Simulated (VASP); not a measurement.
Wanted: the native input for a VASP 6.6.1 run.

```yaml
Task: relaxation of cell and atoms
Functional: PBEsol
Potentials_or_basis: VASP PAW PBE potentials, release 64 (Ga_d, P)
Cutoff: 600 eV
k_mesh: 8 × 8 × 8
Occupations: gaussian, width 0.02 eV
Spin: no spin polarisation
Dipole_correction: no
Further_INCAR_settings: ALGO = Normal; EDIFF = 1e-06; IBRION = 2; EDIFFG = -0.01; NSW = 80; ISIF = 3
```

The structure of GaP lies in POSCAR:

```
GaP
1.0
    0.0000000000      2.7808916448      2.7808916448
    2.7808916448      0.0000000000      2.7808916448
    2.7808916448      2.7808916448      0.0000000000
Ga P
1 1
Direct
    0.0000000000      0.0000000000      0.0000000000
    0.2500000000      0.2500000000      0.2500000000
```

The input as run:

INCAR

```
  PREC = Accurate
  ENCUT = 600
  EDIFF = 1E-6
  ISMEAR = 0
  SIGMA = 0.02
  LREAL = False
  LASPH = True
  NELM = 80
  ALGO = Normal
  ISIF = 3
  LWAVE = False
  LCHARG = False
  GGA = PS
  IBRION = 2
  NSW = 80
  EDIFFG = -0.01
```

KPOINTS

```
Automatic mesh
0
Gamma
  8 8 8
```

Potentials or basis: VASP PAW PBE potentials, release 64 (Ga_d, P).

Launch:

```console
$ cat potpaw_PBE.64/Ga_d/POTCAR potpaw_PBE.64/P/POTCAR > POTCAR
$ mpirun -np 1 vasp_std > vasp.out
```

Results of the run:

```yaml
Relaxed_volume: 20.09 Å³/atom
Relaxed_cell: a = 3.844 Å, b = 3.844 Å, c = 3.844 Å, α = 60.00°, β = 60.00°, γ = 60.00°
Space_group_after_relaxing_to_0.05_Å: F-43m (No. 216)
Energy_gained_by_relaxing: 23.4 meV/atom
Ionic_steps: 6
Pressure_after_relaxing: 0.1 GPa
Band_gap_on_the_k_mesh: 1.50 eV, indirect (least direct gap 1.81 eV)
```

Caveat: the PAW data sets were made with another functional, which shifts forces and pressure a little.

It took 34 s on 1 thread of Intel(R) Xeon(R) 6975P-C (Granite Rapids), on a shared host, peak memory 0.19 GiB.
